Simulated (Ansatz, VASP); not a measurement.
Two plane-wave programs on SnO

```
CELL_PARAMETERS angstrom
3.81370 0.00000 0.00000
0.00000 3.81370 0.00000
0.00000 0.00000 4.88691
ATOMIC_POSITIONS crystal
Sn 0.50000 0.00000 0.76463
Sn 0.00000 0.50000 0.23537
O 0.00000 0.00000 0.00000
O 0.50000 0.50000 0.00000
```

Alike in both runs: functional r2SCANh; k mesh 4 × 4 × 3; occupations fermi-dirac, width 0.05 eV; no spin polarisation.

```csv
,VASP,Ansatz
version,VASP 6.6.1,Ansatz 0.2.0
potentials or method,"VASP PAW PBE potentials, release 64 (Sn_d, O)",Ansatz PAW
plane-wave cutoff (eV),520,500
valence electrons in the cell,40,40
task,single point,band structure
```

VASP gave:

- gap on the k mesh at the Fermi level (eV): 0.70
- least direct gap on the mesh (eV): 2.88
- pressure (GPa): -1.0
- traceless stress, the component that is largest in VASP (GPa): 0.32
- rms of the force components (eV/Å): 0.063

Problem. What did Ansatz give for the same quantities?

Solution. gap on the k mesh at the Fermi level (eV): 0.67; least direct gap on the mesh (eV): 2.90; pressure (GPa): -1.5; traceless stress, the component that is largest in VASP (GPa): 0.35; rms of the force components (eV/Å): 0.125.

VASP's potentials were made for PBE, not for r2SCANh. Atom by atom the forces differ by 0.062 eV/Å (rms over components).

The k mesh is coarse, so the values compare programs but aren't converged.
